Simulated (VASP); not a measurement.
# TiAl in VASP: notebook

Runs on TiAl. Level: PBEsol. Tasks: single point.

Program: VASP 6.6.1. These are calculated values, not measurements. Logs are shortened: lines on timing, memory, paths and dates and some standing lists are left out, and cuts for length are marked.

## Step 1: The cell of the first run

Symmetry: P4/mmm, No. 123, tetragonal system. The conventional cell has a = 3.041 Å, b = 3.041 Å, c = 3.156 Å, α = 90.00°, β = 90.00°, γ = 90.00°. Within 3.5 Å of Ti (site symmetry 4/mmm) lie 8 Al at 2.67 Å and 6 Ti at 3.04 to 3.16 Å. Within 3.5 Å of Al (site symmetry 4/mmm) lie 8 Ti at 2.67 Å and 6 Al at 3.04 to 3.16 Å.

## Step 2: Single point, PBEsol (normal strain along x -0.0367, normal strain along y -0.0367)

INCAR reads:

```
SYSTEM = TiAl
  PREC = Accurate
  ENCUT = 520
  EDIFF = 1E-7
  ISMEAR = 0
  SIGMA = 0.15
  LREAL = .False.
  LASPH = .True.
  NELM = 80
  ALGO = Normal
  ISIF = 2
  LWAVE = .False.
  LCHARG = .False.
  GGA = PS
  NBANDS = 14
```

KPOINTS reads:

```
regular mesh
0
Gamma
  14 14 14
  0 0 0
```

POSCAR reads:

```
TiAl
1.0
    3.0405369533      0.0000000000      0.0000000000
    0.0000000000      3.0405369533      0.0000000000
    0.0000000000      0.0000000000      3.1563759507
Ti Al
1 1
Direct
    0.0000000000      0.0000000000      0.0000000000
    0.5000000000      0.5000000000      0.5000000000
```

Potentials or basis: VASP PAW PBE potentials, release 64 (Ti_sv, Al).

Run with:

```console
$ cat potpaw_PBE.64/Ti_sv/POTCAR potpaw_PBE.64/Al/POTCAR > POTCAR
$ mpirun -np 1 vasp_std > vasp.out
```

OUTCAR:

```text
SYSTEM = TiAl
   PREC = Accurate
   ENCUT = 520
   EDIFF = 1E-7
   ISMEAR = 0
   LREAL = .False.
   LASPH = .True.
   NELM = 80
   ISIF = 2
   GGA = PS

 ion  position               nearest neighbor table
   1  0.000  0.000  0.000-   2 2.67   2 2.67   2 2.67   2 2.67   2 2.67   2 2.67   2 2.67   2 2.67

   2  0.500  0.500  0.500-   1 2.67   1 2.67   1 2.67   1 2.67   1 2.67   1 2.67   1 2.67   1 2.67

  LATTYP: Found a simple tetragonal cell.
 ALAT       =     3.0405369533
 C/A-ratio  =     1.0380982041

  Lattice vectors:

 A1 = (   3.0405369533,   0.0000000000,   0.0000000000)
 A2 = (   0.0000000000,   3.0405369533,   0.0000000000)
 A3 = (   0.0000000000,   0.0000000000,   3.1563759507)

Analysis of symmetry for initial positions (statically):
=====================================================================
 Subroutine PRICEL returns:
 Original cell was already a primitive cell.

 Routine SETGRP: Setting up the symmetry group for a
 simple tetragonal supercell.

 Subroutine GETGRP returns: Found 16 space group operations
 (whereof 16 operations were pure point group operations)
 out of a pool of 16 trial point group operations.

The static configuration has the point symmetry D_4h.

Analysis of symmetry for dynamics (positions and initial velocities):
=====================================================================
 Subroutine PRICEL returns:
 Original cell was already a primitive cell.

 Routine SETGRP: Setting up the symmetry group for a
 simple tetragonal supercell.

 Subroutine GETGRP returns: Found 16 space group operations
 (whereof 16 operations were pure point group operations)
 out of a pool of 16 trial point group operations.

The dynamic configuration has the point symmetry D_4h.

 Subroutine INISYM returns: Found 16 space group operations
 (whereof 16 operations are pure point group operations),
 and found     1 'primitive' translations

----------------------------------------------------------------------------------------

                                     Primitive cell

  volume of cell :      29.1803

  direct lattice vectors                    reciprocal lattice vectors
     3.040536953  0.000000000  0.000000000     0.328889277  0.000000000  0.000000000
     0.000000000  3.040536953  0.000000000     0.000000000  0.328889277  0.000000000
     0.000000000  0.000000000  3.156375951     0.000000000  0.000000000  0.316819040

  length of vectors
     3.040536953  3.040536953  3.156375951     0.328889277  0.328889277  0.316819040

  position of ions in fractional coordinates (direct lattice)
     0.000000000  0.000000000  0.000000000
     0.500000000  0.500000000  0.500000000

[... 85 lines left out ...]
   TEBEG  =    0.0;   TEEND  =   0.0 temperature during run
   PSTRESS=    0.0 pullay stress
   NELECT =      15.0000    total number of electrons
   NUPDOWN=      -1.0000    fix difference up-down
   EMIN   =  10.00;   EMAX   =-10.00  energy-range for DOS
   EFERMI =   0.00;   METHOD = LEGACY
   ISMEAR =     0;   SIGMA  =   0.15  broadening in eV -4-tet -1-fermi 0-gaus
   EFERMI_NEDOS =   21; number of points for ismear=-14 and -15
   IALGO  =     38    algorithm
   IMIX   =      4    mixing-type and parameters
     AMIX     =   0.40;   BMIX     =  1.00
     AMIX_MAG =   1.60;   BMIX_MAG =  1.00
  volume/ion in A,a.u.               =      14.59        98.46
  Fermi-wavevector in a.u.,A,eV,Ry     =   1.311421  2.478226 23.399642  1.719825
  Thomas-Fermi vector in A             =   2.441884
   LORBIT       =      0    0 simple, 1 ext, 2 COOP (PROOUT), +10 PAW based schemes
   GGA     = PS    functional components
   LHFCALC =     F    Hartree Fock is set to
   AEXX    =    0.0000 exact exchange contribution
   IVDW    =     0    specifies the selected vdW correction
   LEPSILON=     F    determine dielectric tensor
   LRPA    =     F    only Hartree local field effects (RPA)
 non-spin polarized calculation
 Gauss-broadening in eV      SIGMA  =   0.15
  energy-cutoff  :      520.00
  volume of cell :       29.18
 maximum number of plane-waves:       812
 NGX is ok and might be reduce to    24
   NGX = 11   NGY = 11   NGZ = 11

 number of electron      14.9999999 magnetization

 Free energy of the ion-electron system (eV)
  ---------------------------------------------------
  ext. energy  EPLUGINS =         0.00000000
  ---------------------------------------------------
  free energy    TOTEN  =       -12.91837389 eV

  energy without entropy =      -12.89443207  energy(sigma->0) =      -12.90640298

 E-fermi :   9.7132     XC(G=0): -11.6141

 val. band max:        9.7100855249   @ k =   0.3571   0.2857   0.1429
 cond. band min:       9.7164966436   @ k =   0.4286   0.1429   0.0000
 fundamental gap:      0.0064111187
 Fermi energy:         9.7132029560

 k-point     1 :       0.0000    0.0000    0.0000
  band No.  band energies     occupation
      1     -46.7328      2.00000
      2     -23.0650      2.00000
      3     -23.0037      2.00000
      4     -23.0037      2.00000
      5       0.0444      2.00000
      6       7.9917      2.00000
      7       8.1060      2.00000
      8      11.6836      0.00000
      9      11.6836      0.00000
     10      11.8901      0.00000
     11      13.9327      0.00000
     12      15.0057      0.00000
     13      15.0057      0.00000
     14      19.1085      0.00000
[... 377 lines left out ...]
      1     -46.7006      2.00000
      2     -23.2132      2.00000
      3     -23.0865      2.00000
      4     -23.0338      2.00000
      5       2.8017      2.00000
      6       6.5108      2.00000
      7       8.5556      2.00000
      8       9.8000      0.41315
      9      10.0540      0.00131
     10      11.0938      0.00000
     11      13.1539      0.00000
     12      15.5984      0.00000
     13      17.7373      0.00000
     14      18.3340      0.00000

 [... further k-points ...]
[... 5 lines left out ...]
  --------------------------------------------------------------------------------------
  -------------------------------------------------------------------------------------
  Total        1.7092045      1.7092045      2.2314904      0.0000000      0.0000000      0.0000000
  in kB       93.8459008     93.8459008    122.5226286      0.0000000      0.0000000      0.0000000
  external PRESSURE =     103.4048100 kB  Pullay stress =       0.0000000 kB

 VOLUME and BASIS-vectors are now :
 -----------------------------------------------------------------------------
  energy-cutoff  :      520.00
  volume of cell :       29.18
      direct lattice vectors                 reciprocal lattice vectors
     3.040536953  0.000000000  0.000000000     0.328889277  0.000000000  0.000000000
     0.000000000  3.040536953  0.000000000     0.000000000  0.328889277  0.000000000
     0.000000000  0.000000000  3.156375951     0.000000000  0.000000000  0.316819040

 POSITION                                       TOTAL-FORCE (eV/Angst)
 -----------------------------------------------------------------------------------
      0.00000      0.00000      0.00000         0.000000      0.000000      0.000000
      1.52027      1.52027      1.57819         0.000000      0.000000      0.000000
 -----------------------------------------------------------------------------------
    total drift:                                0.000000      0.000000      0.000000

  FREE ENERGIE OF THE ION-ELECTRON SYSTEM (eV)
  ---------------------------------------------------
  free  energy   TOTEN  =       -12.9183738887 eV

  energy  without entropy=      -12.8944320683  energy(sigma->0) =      -12.90640298
```

stdout:

```text
POSCAR found type information on POSCAR TiAl
 POSCAR found :  2 types and       2 ions
 scaLAPACK will be used
 -----------------------------------------------------------------------------
|                                                                             |
|                                                                             |
|     You enforced a specific xc type in the INCAR file but a different       |
|     I HOPE YOU KNOW WHAT YOU ARE DOING!                                     |
|                                                                             |
 -----------------------------------------------------------------------------

 LDA part: xc-table for (Slater+PW92), standard interpolation
 POSCAR, INCAR and KPOINTS ok, starting setup
 FFT: planning ... GRIDC
 FFT: planning ... GRID_SOFT
 FFT: planning ... GRID
 WAVECAR not read
 entering main loop
```

Wall time 52 s (1 thread of Intel Xeon 6975P-C (Granite Rapids), shared host); peak memory 0.23 GiB.

Results:

- Free energy: -12.9184 eV
- Pressure: 10.3 GPa

Stress tensor (GPa, compression positive):
```
 9.38  0.00  0.00
 0.00  9.38  0.00
 0.00  0.00 12.25
```

Caveat: the cell differs from its parent crystal (normal strain along x -0.0367, normal strain along y -0.0367); the PAW data sets were made with another functional, which shifts forces and pressure a little.

## Step 3: Single point, PBEsol (normal strain along x -0.0733, normal strain along y +0.0000)

INCAR reads:

```
ALGO     = Normal         # electronic algorithm
EDIFF    = 1E-6           # SCF threshold, eV
ENCUT    = 520            # plane-wave cutoff, eV
GGA      = PS             # functional
ISIF     = 2              # what is computed and relaxed
ISMEAR   = 0              # smearing method
LASPH    = True           # aspherical terms in the spheres
LCHARG   = True           # write CHGCAR
LELF     = True           # ELF
LREAL    = False          # projectors in reciprocal space
LVHAR    = True         
LWAVE    = False          # write WAVECAR
NBANDS   = 14             # bands
NELM     = 60             # most SCF steps
PREC     = Accurate       # precision mode
SIGMA    = 0.15           # smearing width, eV
```

KPOINTS reads:

```
k-points
0
Gamma
  14 14 14
```

POSCAR reads:

```
TiAl
1.0
    2.9250135935      0.0000000000      0.0000000000
    0.0000000000      3.1563759507      0.0000000000
    0.0000000000      0.0000000000      3.1563759507
Ti Al
1 1
Direct
    0.0000000000      0.0000000000      0.0000000000
    0.5000000000      0.5000000000      0.5000000000
```

Potentials or basis: VASP PAW PBE potentials, release 64 (Ti_sv, Al).

Run with:

```console
$ cat potpaw_PBE.64/Ti_sv/POTCAR potpaw_PBE.64/Al/POTCAR > POTCAR
$ mpirun -np 1 vasp_std > vasp.out
```

OUTCAR:

```text
EDIFF = 1E-6
   ENCUT = 520
   GGA = PS
   ISIF = 2
   ISMEAR = 0
   LASPH = True
   LREAL = False
   NELM = 60
   PREC = Accurate

 ion  position               nearest neighbor table
   1  0.000  0.000  0.000-   2 2.67   2 2.67   2 2.67   2 2.67   2 2.67   2 2.67   2 2.67   2 2.67

   2  0.500  0.500  0.500-   1 2.67   1 2.67   1 2.67   1 2.67   1 2.67   1 2.67   1 2.67   1 2.67

  LATTYP: Found a simple tetragonal cell.
 ALAT       =     3.1563759507
 C/A-ratio  =     0.9267000000

  Lattice vectors:

[... 587 lines left out ...]
      9       9.7097      0.94155
     10      11.4913      0.00000
     11      13.6957      0.00000
     12      16.4808      0.00000
     13      17.6824      0.00000
     14      19.4845      0.00000

 [... further k-points ...]
[... 5 lines left out ...]
  --------------------------------------------------------------------------------------
  -------------------------------------------------------------------------------------
  Total        1.8514378      2.0108463      2.0108463      0.0000000      0.0000000      0.0000000
  in kB      101.7921715    110.5564572    110.5564572      0.0000000      0.0000000      0.0000000
  external PRESSURE =     107.6350286 kB  Pullay stress =       0.0000000 kB

 VOLUME and BASIS-vectors are now :
 -----------------------------------------------------------------------------
  energy-cutoff  :      520.00
  volume of cell :       29.14
      direct lattice vectors                 reciprocal lattice vectors
     2.925013594  0.000000000  0.000000000     0.341878753  0.000000000  0.000000000
     0.000000000  3.156375951  0.000000000     0.000000000  0.316819040  0.000000000
     0.000000000  0.000000000  3.156375951     0.000000000  0.000000000  0.316819040

 POSITION                                       TOTAL-FORCE (eV/Angst)
 -----------------------------------------------------------------------------------
      0.00000      0.00000      0.00000         0.000000      0.000000      0.000000
      1.46251      1.57819      1.57819         0.000000      0.000000      0.000000
 -----------------------------------------------------------------------------------
    total drift:                                0.000000      0.000000      0.000000

  FREE ENERGIE OF THE ION-ELECTRON SYSTEM (eV)
  ---------------------------------------------------
  free  energy   TOTEN  =       -12.9176405554 eV

  energy  without entropy=      -12.8921448142  energy(sigma->0) =      -12.90489268
```

OSZICAR:

```text
N       E                     dE             d eps       ncg     rms          rms(c)
DAV:   1     0.101434455418E+03    0.10143E+03   -0.71007E+03  8070   0.111E+03
DAV:   2    -0.885250720368E+01   -0.11029E+03   -0.10584E+03  8340   0.305E+02
DAV:   3    -0.143471197201E+02   -0.54946E+01   -0.53411E+01 11962   0.658E+01
DAV:   4    -0.145084764594E+02   -0.16136E+00   -0.16098E+00  9112   0.995E+00
DAV:   5    -0.145138013778E+02   -0.53249E-02   -0.53228E-02 11444   0.175E+00    0.112E+01
DAV:   6    -0.129544184366E+02    0.15594E+01   -0.45539E+00  9094   0.303E+01    0.283E+00
DAV:   7    -0.129241702897E+02    0.30248E-01   -0.27734E-01  9114   0.686E+00    0.201E+00
DAV:   8    -0.129184880197E+02    0.56823E-02   -0.48331E-02 11574   0.199E+00    0.493E-01
DAV:   9    -0.129175383401E+02    0.94968E-03   -0.69237E-03  9494   0.112E+00    0.196E-01
DAV:  10    -0.129176327686E+02   -0.94428E-04   -0.55330E-04  9190   0.300E-01    0.394E-02
DAV:  11    -0.129176383512E+02   -0.55827E-05   -0.87501E-05 10694   0.838E-02    0.250E-02
DAV:  12    -0.129176404861E+02   -0.21349E-05   -0.75475E-06  8622   0.293E-02    0.438E-03
DAV:  13    -0.129176405554E+02   -0.69335E-07   -0.75210E-07  6760   0.124E-02
   1 F= -.12917641E+02 E0= -.12904893E+02  d E =-.254957E-01
```

It took 52 s on 1 thread of Intel Xeon 6975P-C (Granite Rapids), shared host; peak memory 0.23 GiB.

Results:

```
Free energy : -12.9176 eV
Pressure    : 10.8 GPa
```

Levels at points of the mesh, in eV from the Fermi level:
| k point | band 4 | band 5 | band 6 | band 7 | band 8 | band 9 | band 10 | band 11 | band 12 | band 13 |
| --- | --- | --- | --- | --- | --- | --- | --- | --- | --- | --- |
| (0.00, 0.00, 0.00) | -32.61 | -9.65 | -1.75 | -1.55 | 1.77 | 2.25 | 2.25 | 4.23 | 4.23 | 6.53 |
| (0.50, 0.00, 0.00) | -32.71 | -5.54 | -5.30 | -0.46 | -0.09 | -0.09 | 2.13 | 4.11 | 6.64 | 9.33 |
| (0.00, 0.50, 0.00) | -32.59 | -6.35 | -5.49 | -0.70 | -0.14 | 0.85 | 2.44 | 3.16 | 6.60 | 9.25 |
| (0.50, 0.50, 0.00) | -32.69 | -5.06 | -2.15 | -1.65 | -1.48 | 0.47 | 0.68 | 3.22 | 5.70 | 5.78 |
| (0.00, 0.50, 0.50) | -32.57 | -5.57 | -2.32 | -2.32 | -1.67 | 1.26 | 1.26 | 2.93 | 4.82 | 5.47 |
| (0.50, 0.50, 0.50) | -32.87 | -3.35 | -3.35 | -3.34 | 1.33 | 3.06 | 3.13 | 3.13 | 3.45 | 3.56 |

Caveat: the cell differs from its parent crystal (normal strain along x -0.0733, normal strain along y +0.0000); the PAW data sets were made with another functional, which shifts forces and pressure a little.

## Step 4: Single point, PBEsol (normal strain along x -0.0367, normal strain along y +0.0000)

INCAR reads:

```
SYSTEM = TiAl
  PREC = Accurate
  ENCUT = 520
  EDIFF = 1E-7
  ISMEAR = 0
  SIGMA = 0.15
  LREAL = .FALSE.
  LASPH = .TRUE.
  NELM = 100
  ALGO = Normal
  ISIF = 2
  LWAVE = .FALSE.
  LCHARG = .FALSE.
  GGA = PS
  NBANDS = 14
```

KPOINTS reads:

```
regular mesh
0
G
  14 14 14
  0 0 0
```

POSCAR: that of step 3 with these lines changed.

```diff
@@ -2,3 +2,3 @@
 1.0
-    2.9250135935      0.0000000000      0.0000000000
+    3.0405369533      0.0000000000      0.0000000000
     0.0000000000      3.1563759507      0.0000000000
```

Run with:

```console
$ cat potpaw_PBE.64/Ti_sv/POTCAR potpaw_PBE.64/Al/POTCAR > POTCAR
$ mpirun -np 1 vasp_std > vasp.out
```

Run time: 59 s. Hardware: 1 thread of Intel Xeon 6975P-C (Granite Rapids), shared host; peak memory 0.24 GiB.

It converged, with:

- Free energy: -12.9678 eV
- Pressure: 4.9 GPa

Stress tensor (GPa, compression positive):
```
4.12 0.00 0.00
0.00 5.26 0.00
0.00 0.00 5.26
```

Levels at points of the mesh, in eV from the Fermi level:
```csv
k point,band 5,band 6,band 7,band 8,band 9,band 10
"(0.00, 0.00, 0.00)",-9.51,-1.62,-1.52,1.80,2.01,2.01
"(0.50, 0.00, 0.00)",-5.82,-5.29,-0.53,0.02,0.02,2.08
"(0.00, 0.50, 0.00)",-6.20,-5.38,-0.64,0.00,0.46,2.22
"(0.50, 0.50, 0.00)",-5.07,-2.13,-1.90,-1.51,0.59,0.68
"(0.00, 0.50, 0.50)",-5.32,-2.22,-2.22,-1.60,0.95,0.95
"(0.50, 0.50, 0.50)",-3.27,-3.26,-3.26,1.03,2.97,3.04
```

Caveat: the cell differs from its parent crystal (normal strain along x -0.0367, normal strain along y +0.0000); the PAW data sets were made with another functional, which shifts forces and pressure a little.

## Step 5: Single point, PBEsol (normal strain along x -0.0733, normal strain along y -0.0367)

INCAR reads:

```
PREC = Accurate
ENCUT = 520
EDIFF = 1E-6
ISMEAR = 0
SIGMA = 0.15
LREAL = F
LASPH = T
NELM = 60
ALGO = Fast
ISIF = 2
LWAVE = F
LCHARG = F
GGA = PS
NBANDS = 14
```

KPOINTS reads:

```
regular mesh
0
Gamma
  14 14 14
```

POSCAR reads:

```
TiAl
1.0
    2.9250135935      0.0000000000      0.0000000000
    0.0000000000      3.0405369533      0.0000000000
    0.0000000000      0.0000000000      3.1563759507
Ti Al
1 1
Direct
    0.0000000000      0.0000000000      0.0000000000
    0.5000000000      0.5000000000      0.5000000000
```

Run with:

```console
$ cat potpaw_PBE.64/Ti_sv/POTCAR potpaw_PBE.64/Al/POTCAR > POTCAR
$ mpirun -np 1 vasp_std > vasp.out
```

Wall time 2.8 min (1 thread of Intel Xeon 6975P-C (Granite Rapids), shared host); peak memory 0.31 GiB.

It converged, with:

* Free energy: -12.8314 eV
* Pressure: 17.0 GPa

Stress tensor (GPa, compression positive):
```
16.05  0.00  0.00
 0.00 15.12  0.00
 0.00  0.00 19.70
```

Levels at points of the mesh, in eV from the Fermi level:
```
           k point  band 4  band 5  band 6  band 7  band 8  band 9  band 10  band 11  band 12  band 13
(0.00, 0.00, 0.00)  -32.54   -9.82   -1.85   -1.65    1.93    2.20     2.40     4.08     5.15     6.36
(0.50, 0.00, 0.00)  -32.59   -5.70   -5.45   -0.55   -0.26    0.22     2.28     4.16     6.65     9.24
(0.00, 0.50, 0.00)  -32.52   -6.13   -5.55   -0.69   -0.29    0.72     2.45     3.66     6.60     9.21
(0.50, 0.50, 0.00)  -32.62   -5.11   -1.96   -1.70   -1.53    0.41     0.53     3.51     6.09     6.09
(0.00, 0.00, 0.50)  -32.53   -6.51   -5.61   -0.77    0.18    0.71     2.58     3.15     6.74    10.13
(0.50, 0.00, 0.50)  -32.57   -5.34   -2.28   -1.76   -1.59    0.70     0.90     3.24     5.80     5.97
(0.00, 0.50, 0.50)  -32.50   -5.60   -2.37   -2.13   -1.68    1.13     1.21     3.11     5.25     5.84
(0.50, 0.50, 0.50)  -32.80   -3.49   -3.48   -3.47    1.56    3.16     3.22     3.39     3.61     3.64
```

Caveat: the cell differs from its parent crystal (normal strain along x -0.0733, normal strain along y -0.0367); the PAW data sets were made with another functional, which shifts forces and pressure a little.

## Step 6: The runs side by side

| cell | gap on the mesh (eV) | pressure (GPa) |
| --- | --- | --- |
| a = 3.041, b = 3.041, c = 3.156 Å, 2 atoms | none | 10.3 |
| a = 2.925, b = 3.156, c = 3.156 Å, 2 atoms | none | 10.8 |
| a = 3.041, b = 3.156, c = 3.156 Å, 2 atoms | none | 4.9 |
| a = 2.925, b = 3.041, c = 3.156 Å, 2 atoms | none | 17.0 |

Alike in all rows: task single point; level PBEsol; potentials or basis VASP PAW PBE potentials, release 64 (Ti_sv, Al); no spin polarisation; k mesh 14 × 14 × 14; cutoff (eV) 520; smearing gaussian 0.15 eV.

Caveats: the PAW data sets were made with another functional, which shifts forces and pressure a little.

Absolute energies hang on the potentials; compare differences alone.
